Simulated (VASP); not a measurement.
LiFeS: single point with r2SCAN

Crystal: LiFeS.

```xyz
6
Lattice="4.1399 0.0000 0.0000 0.0000 4.1399 0.0000 0.0000 0.0000 5.9669" Properties=species:S:1:pos:R:3 pbc="T T T"
Fe    0.0000    0.0000    0.0000
Fe    2.0699    2.0699    0.0000
S     0.0000    2.0699    4.5575
S     2.0699    0.0000    1.4094
Li    0.0000    0.0000    2.9835
Li    2.0699    2.0699    2.9835
```

```
Program             : VASP 6.6.1
Task                : single point
Functional          : r2SCAN
Potentials or basis : VASP PAW PBE potentials, release 64 (Fe, S, Li_sv)
Cutoff              : 520 eV
k mesh              : 4 × 4 × 3
Occupations         : methfessel-paxton, width 0.1833 eV
Spin                : collinear spin, ferromagnetic start
Starting moments    : [3.0, 3.0, 0.0, 0.0, 0.0, 0.0] μB
```

| Quantity | Value |
| --- | --- |
| Largest force | 0.078 eV/Å |
| Net moment | 6.04 μB per cell |
| Site moments | Fe +3.02; S +0.07; Li +0.00 μB |
| Valence electrons inside the program's atomic spheres | Fe 6.82; S 3.70; Li 2.02 |

Forces in eV/Å, atoms in the order of the input:
```
Fe   0.000  0.000  0.000
Fe   0.000  0.000  0.000
S    0.000  0.000 -0.078
S    0.000  0.000  0.078
Li   0.000  0.000  0.000
Li   0.000  0.000  0.000
```

Levels at points of the mesh, in eV from the Fermi level:
Spin up:
| k point | band 16 | band 17 | band 18 | band 19 | band 20 | band 21 | band 22 | band 23 | band 24 | band 25 |
| --- | --- | --- | --- | --- | --- | --- | --- | --- | --- | --- |
| (0.00, 0.00, 0.00) | -2.78 | -2.44 | -1.96 | -1.59 | -1.59 | -0.33 | 0.96 | 2.81 | 3.26 | 3.26 |
| (0.50, 0.00, 0.00) | -3.18 | -2.33 | -2.33 | -2.10 | -2.10 | 2.23 | 2.23 | 3.36 | 3.36 | 4.86 |
| (0.50, 0.50, 0.00) | -3.39 | -3.37 | -3.37 | -2.13 | -2.13 | 0.92 | 0.92 | 2.97 | 2.97 | 7.43 |
Spin down:
```tsv
k point	band 10	band 11	band 12	band 13	band 14	band 15	band 16	band 17	band 18	band 19
(0.00, 0.00, 0.00)	-4.62	-1.84	-0.79	-0.75	-0.60	-0.20	1.01	1.33	1.36	1.36
(0.50, 0.00, 0.00)	-4.80	-0.67	-0.67	-0.65	-0.65	0.06	0.06	1.18	1.18	1.37
(0.50, 0.50, 0.00)	-5.18	-1.49	-1.49	-1.28	-1.28	0.70	0.70	0.71	0.71	1.27
```

It took 3.2 min on 1 thread of AMD EPYC 9R45 96-Core Processor (Zen 5), on a shared host, peak memory 0.26 GiB.

Caveat: the k points lie up to 0.38 Å⁻¹ apart; the PAW data sets were made with another functional, which shifts forces and pressure a little; only a ferromagnetic start was run, and an antiferromagnetic order may lie lower in energy. With open d or f shells a metallic result of r2SCAN can be an artefact of self-interaction; +U or a hybrid may open a gap.
